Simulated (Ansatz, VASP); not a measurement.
**As2Se in VASP and in Ansatz**

```
CELL_PARAMETERS angstrom
0.00000 3.27614 3.27614
3.27614 0.00000 3.27614
3.27614 3.27614 0.00000
ATOMIC_POSITIONS crystal
As 0.25000 0.25000 0.25000
As 0.50000 0.50000 0.50000
Se 0.00000 0.00000 0.00000
```

Change from the starting cell: species swapped into the Cu2Se type (F-43m, No. 216).

Alike in both runs: task relaxation of cell and atoms; functional PBE; k mesh 12 × 12 × 12; occupations gaussian, width 0.1 eV; no spin polarisation.

|  | VASP | Ansatz |
| --- | --- | --- |
| version | VASP 6.6.1 | Ansatz 0.2.0 |
| potentials or method | VASP PAW PBE potentials, release 64 (As, Se), cutoff 600 eV | scalar-relativistic, plane waves, PAW |
| valence electrons in the cell | 16 | 46 |

|  | VASP | Ansatz | Ansatz less VASP |
| --- | --- | --- | --- |
| gap on the k mesh at the Fermi level, each at its own relaxed structure (eV) | none | none | - |
| relaxed volume (Å³/atom) | 23.11 | 23.10 | -0.013 |
| relaxed cell length with the largest relative difference (Å) | 4.611 | 4.611 | -0.0009 |

A gap of «none» marks a metal or a gap that the smearing closes. VASP's potentials hold 16 valence electrons a cell and Ansatz's 46, so a difference there can come from the potentials and not from the codes.
